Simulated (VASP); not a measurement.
The system is InGaO.

```xyz
6
Lattice="4.1443 0.0000 0.0000 -2.0721 3.5890 0.0000 0.0000 0.0000 7.1349" Properties=species:S:1:pos:R:3 pbc="T T T"
In    0.0000    0.0000    5.3461
In    0.0000    0.0000    1.7888
Ga    0.0000    2.3927    3.5675
Ga    2.0721    1.1963    3.5675
O     0.0000    0.0000    6.6255
O     0.0000    0.0000    0.5094
```

| Quantity | Value |
| --- | --- |
| Program | VASP 6.6.1 |
| Task | relaxation of cell and atoms |
| Functional | PBE |
| Potentials or basis | VASP PAW PBE potentials, release 64 (In_d, Ga_d, O) |
| Cutoff | 600 eV |
| k mesh | 3 × 3 × 2 |
| Occupations | gaussian, width 0.15 eV |
| Spin | no spin polarisation |

At the start: pressure 135.6 GPa; volume 17.69 Å³/atom.

Q: How do energy, volume and symmetry change on relaxing?

A: Over 34 steps the energy falls by 6556.1 meV/atom and the volume is 28.87 Å³/atom (+63.2 %); space group P6/mmm (No. 191, to 0.05 Å).

Step by step:
```
step  energy change (eV)  largest force (eV/Å)  pressure (GPa)  volume (Å³)
   1              0.0000               75.6143          135.64       106.13
   2             61.6337                2.1999          -78.03       376.88
   3            -29.3207                8.7175          -14.17       214.90
   4            -32.4962                9.5328           -9.49       203.00
   5            -35.4225                4.1708            5.69       173.83
   6            -35.6238                3.9704            1.73       179.03
   7            -35.6146                3.4364            2.84       177.37
   8            -35.5666                3.5175            3.91       175.88
   9            -35.8982               17.8872            5.90       190.15
  10            -36.6621                3.9511            2.41       184.48
  11            -37.5513                2.3201           -3.00       201.72
  12            -37.5537                2.6118           -3.33       202.90
  13            -38.1489                0.7105           -3.39       205.16
  14            -38.3219                3.4189           -2.85       206.08
  15            -38.7814                2.4635           -3.13       202.03
  16            -32.4798               19.7802           15.16       188.61
  17            -38.6036                4.6318           -2.25       201.61
  18            -38.6657                2.4679           -0.21       195.64
  19            -38.7481                4.4865           -2.00       199.48
  20            -38.8078                3.9143           -1.46       197.61
  21            -38.7833                3.0955           -1.22       192.75
  22            -38.9868                0.6699           -1.89       195.33
  23            -39.1166                0.2990           -1.98       191.57
  24            -39.2665                0.3476           -1.85       183.17
  25            -39.2756                0.4929           -1.73       180.85
  26            -39.3178                0.6311           -0.18       174.28
  27            -39.3178                0.6038           -0.21       174.43
  28            -39.3315                0.1660            0.11       171.92
  29            -39.3315                0.1667            0.11       171.93
  30            -39.3332                0.1085            0.15       172.03
  31            -39.3345                0.0667            0.23       172.23
  32            -39.3356                0.0143            0.13       172.58
  33            -39.3361                0.1195           -0.02       173.09
  34            -39.3366                0.0425           -0.04       173.23
```

Final structure:
```yaml
crystal:
  lattice:
    - [4.78839, 0.00000, 0.00000]
    - [-2.39419, 4.14686, 0.00000]
    - [0.00000, 0.00000, 8.72374]
  atoms:
    - { symbol: In, position: [0.00000, 0.00000, 0.31372] }
    - { symbol: In, position: [0.00000, 0.00000, 0.68628] }
    - { symbol: Ga, position: [0.33333, 0.66667, 0.50000] }
    - { symbol: Ga, position: [0.66667, 0.33333, 0.50000] }
    - { symbol: O, position: [0.00000, 0.00000, 0.07807] }
    - { symbol: O, position: [0.00000, 0.00000, 0.92193] }
```

Caveat: the k points lie up to 0.51 Å⁻¹ apart in the final cell; the standard files for N, O and F lose accuracy on very short bonds; the volume moved by over 15 % at a fixed basis, so the end points are rough; the relaxation stopped at a loose force limit of 0.08 eV/Å, so its end isn't a converged minimum.
